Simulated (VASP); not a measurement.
Input of a VASP 6.6.1 run:

Contents of INCAR:

```
  PREC = Accurate
  ENCUT = 520
  EDIFF = 1E-7
  ISMEAR = 0
  SIGMA = 0.05
  LREAL = False
  LASPH = True
  NELM = 60
  ALGO = Normal
  ISIF = 2
  LWAVE = False
  LCHARG = True
  LELF = True
  LVHAR = True
  NBANDS = 21
```

File KPOINTS:

```
regular mesh
0
Gamma
  12 12 3
```

POSCAR

```
C
1.0
   -1.2225127310     -2.1174541629      0.0000000000
    1.2225127310     -2.1174541629      0.0000000000
    0.0000000000      0.0000000000     11.4179937839
C
6
Direct
    1.0000000000      1.0000000000      0.7237595819
    0.3333333333      0.3333333333      0.1446739753
    0.6666666667      0.6666666667      0.4342167786
    1.0000000000      1.0000000000      0.4343826769
    0.3333333333      0.3333333333      0.7239254802
    0.6666666667      0.6666666667      0.1448398736
```

Potentials or basis: VASP PAW LDA potentials, release 64 (C).

Launch:

```bash
$ cat potpaw_LDA.64/C/POTCAR > POTCAR
$ mpirun -np 1 vasp_std > vasp.out
```

(1) Estimate the pressure.

(2) Estimate the largest force.

Results:

(1) 0.6 GPa.

(2) 0.022 eV/Å.

Caveat: the cell differs from its parent crystal (the distance across one plane changed).
